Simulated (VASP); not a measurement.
Set up this calculation in VASP 6.6.1, as the native input.

- Task: relaxation of cell and atoms
- Functional: PBE
- Potentials or basis: VASP PAW PBE potentials, release 64 (Ta_pv, F)
- Cutoff: 600 eV
- k mesh: 4 × 4 × 3
- Occupations: gaussian, width 0.2 eV
- Spin: no spin polarisation
- Dipole correction: no
- Further INCAR settings: ALGO = Normal; EDIFF = 1e-06; IBRION = 2; EDIFFG = -0.08; NSW = 36; ISIF = 3

The structure of Ta5F2 lies in POSCAR:

```
Ta5F2
1.0
    2.6563655500     -3.3459648100      0.0000000000
    2.6563655500      3.3459648100      0.0000000000
    0.0000000000      0.0000000000      6.6531806100
Ta F
5 2
Direct
    0.5000000000      0.5000000000      0.3233860600
    0.5000000000      0.5000000000      0.6766139400
    0.0000000000      0.0000000000      0.0000000000
    0.0000000000      0.0000000000      0.3259027800
    0.0000000000      0.0000000000      0.6740972200
    0.0000000000      0.5000000000      0.5000000000
    0.5000000000      0.0000000000      0.5000000000
```

The input as run:

INCAR

```
PREC = Accurate
ENCUT = 600
EDIFF = 1E-6
ISMEAR = 0
SIGMA = 0.2
LREAL = False
LASPH = True
NELM = 100
ALGO = Normal
ISIF = 3
LWAVE = False
LCHARG = False
GGA = PE
IBRION = 2
NSW = 36
EDIFFG = -0.08
```

KPOINTS

```
regular mesh
0
Gamma
  4 4 3
```

Potentials or basis: VASP PAW PBE potentials, release 64 (Ta_pv, F).

Run with:

```sh
$ cat potpaw_PBE.64/Ta_pv/POTCAR potpaw_PBE.64/F/POTCAR > POTCAR
$ mpirun -np 1 vasp_std > vasp.out
```

It gave:

* Relaxed volume: 15.20 Å³/atom
* Relaxed cell: a = 3.308 Å, b = 3.308 Å, c = 9.723 Å, α = 90.00°, β = 90.00°, γ = 90.20°
* Space group after relaxing (to 0.05 Å): P4/mmm (No. 123)
* Energy gained by relaxing: 2415.0 meV/atom
* Ionic steps: 25
* Pressure after relaxing: -0.2 GPa
* Largest force after relaxing: 0.044 eV/Å

Caveat: the k points lie up to 0.47 Å⁻¹ apart in the final cell; an odd number of electrons without spin polarisation forces a metal; a magnetic or distorted state may lie lower; the relaxation stopped at a loose force limit of 0.08 eV/Å, so its end isn't a converged minimum.

It took 12 min on 1 thread of Intel(R) Xeon(R) 6975P-C (Granite Rapids) (shared host), peak memory 0.3 GiB.
